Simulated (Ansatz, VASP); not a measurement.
**KBr: VASP beside Ansatz**

```
CELL_PARAMETERS angstrom
0.00000 3.16080 3.16080
3.16080 0.00000 3.16080
3.16080 3.16080 0.00000
ATOMIC_POSITIONS crystal
K 0.00000 0.00000 0.00000
Br 0.50000 0.50000 0.50000
```

Change from the starting cell: strain -0.040 along x and y, -0.040 along z, atoms carried along.

Alike in both runs: task single point; functional PBE; k mesh 6 × 6 × 6; occupations gaussian, width 0.05 eV; no spin polarisation.

|  | VASP | Ansatz |
| --- | --- | --- |
| version | VASP 6.6.1 | Ansatz 0.2.0 |
| potentials or method | VASP PAW PBE potentials, release 64 (K_sv, Br), cutoff 520 eV | scalar-relativistic, plane waves, PAW |
| valence electrons in the cell | 16 | 16 |

Ansatz gave:

* gap on the k mesh at the Fermi level (eV): 4.81
* least direct gap on the mesh (eV): 4.81
* pressure (GPa): 3.6

Question: Which values does VASP return?

Answer: gap on the k mesh at the Fermi level (eV): 4.81; least direct gap on the mesh (eV): 4.81; pressure (GPa): 3.7.

The functional is the same, so the differences come from potentials, cutoffs and numerics.
